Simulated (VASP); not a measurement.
## ScAl2: single point with LDA

ScAl2:

```
Sc Al
1.0
     0.00000    3.92309    3.92309
     3.92309    0.00000    3.92309
     3.92309    3.92309    0.00000
Sc Al
2 4
Direct
  0.50000 0.50000 0.50000
  0.75000 0.75000 0.75000
  0.12500 0.12500 0.12500
  0.62500 0.12500 0.12500
  0.12500 0.62500 0.12500
  0.12500 0.12500 0.62500
```

* Program: VASP 6.6.1
* Task: single point
* Functional: LDA
* Potentials or basis: VASP PAW LDA potentials, release 64 (Sc_sv, Al)
* Cutoff: 520 eV
* k mesh: 5 × 5 × 5
* Occupations: methfessel-paxton, width 0.1 eV
* Spin: no spin polarisation
* Dipole correction: no
* Further INCAR settings: ALGO = Normal; EDIFF = 1e-06; NBANDS = 26

```json
{
  "Pressure": "-10.9 GPa",
  "Band gap on the k mesh": "zero (band 17 reaches 5.76 eV, above the bottom of band 18 at 3.90 eV)"
}
```

Levels at points of the mesh, in eV from the Fermi level:
```csv
k point,band 14,band 15,band 16,band 17,band 18,band 19,band 20,band 21
"(0.00, 0.00, 0.00)",-2.28,-2.28,-2.28,-1.49,-1.49,0.21,1.80,1.80
```

Run time: 48 s on 1 thread of Intel(R) Xeon(R) Platinum 8259CL CPU @ 2.50GHz (Skylake/Cascade Lake), with other jobs on the host, peak memory 0.21 GiB.
